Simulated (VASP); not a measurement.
A run of VASP 6.6.1 is set up as follows.

The input INCAR:

```
PREC = Accurate
ENCUT = 520
EDIFF = 1E-6
ISMEAR = -1
SIGMA = 0.05
LREAL = False
LASPH = True
NELM = 80
ALGO = Normal
ISIF = 2
LWAVE = False
LCHARG = False
GGA = PS
NBANDS = 18
```

Contents of KPOINTS:

```
regular mesh
0
Gamma
  7 7 7
```

File POSCAR:

```
BiTe
1.0
    2.3977699401      1.3843531204      2.9078491906
   -2.3977699401      1.3843531204      2.9078491906
    0.0000000000     -2.7687062408      2.9078491906
Bi Te
1 1
Direct
    0.5000000000      0.5000000000      0.5000000000
    0.0000000000      0.0000000000      0.0000000000
```

Potentials or basis: VASP PAW PBE potentials, release 64 (Bi_d, Te).

The run is started by

```console
$ cat potpaw_PBE.64/Bi_d/POTCAR potpaw_PBE.64/Te/POTCAR > POTCAR
$ mpirun -np 1 vasp_std > vasp.out
```

(1) What does it give for the pressure?

## Answers

(1) 5.0 GPa.

Caveat: the PAW data sets were made with another functional, which shifts forces and pressure a little.
